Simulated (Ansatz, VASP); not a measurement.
Two plane-wave programs on Ru

```
Ru
1.0
     2.70580    0.00000    0.00000
    -1.35290    2.34329    0.00000
     0.00000    0.00000    4.28190
Ru
2
Direct
  0.66667 0.33333 0.75000
  0.33333 0.66667 0.25000
```

Alike in both runs: functional r2SCAN; k mesh 11 × 11 × 6; occupations tetrahedron; no spin polarisation.

|  | VASP | Ansatz |
| --- | --- | --- |
| version | VASP 6.6.1 | Ansatz 0.2.0 |
| potentials or method | VASP PAW PBE potentials, release 64 (Ru_pv) | PseudoDojo standard (PBE files) |
| plane-wave cutoff (eV) | 520 | 1143 |
| valence electrons in the cell | 28 | 32 |
| task | single point | density of states |

|  | VASP | Ansatz | Ansatz less VASP |
| --- | --- | --- | --- |
| gap on the k mesh at the Fermi level (eV) | none | none | - |
| pressure (GPa) | -0.6 | -3.4 | -2.76 |
| traceless stress, the component that is largest in VASP (GPa) | -1.34 | -1.43 | -0.090 |

VASP's potentials were made for PBE, not for r2SCAN. A gap of «none» marks a metal or a gap that the smearing closes. With one functional, cell and mesh, what is left measures potentials, basis and numerics. VASP's potentials hold 28 valence electrons a cell and Ansatz's 32, so a difference there can come from the potentials and not from the codes.

Noted on Ansatz's run: the meta-GGA runs on potentials made for a GGA.
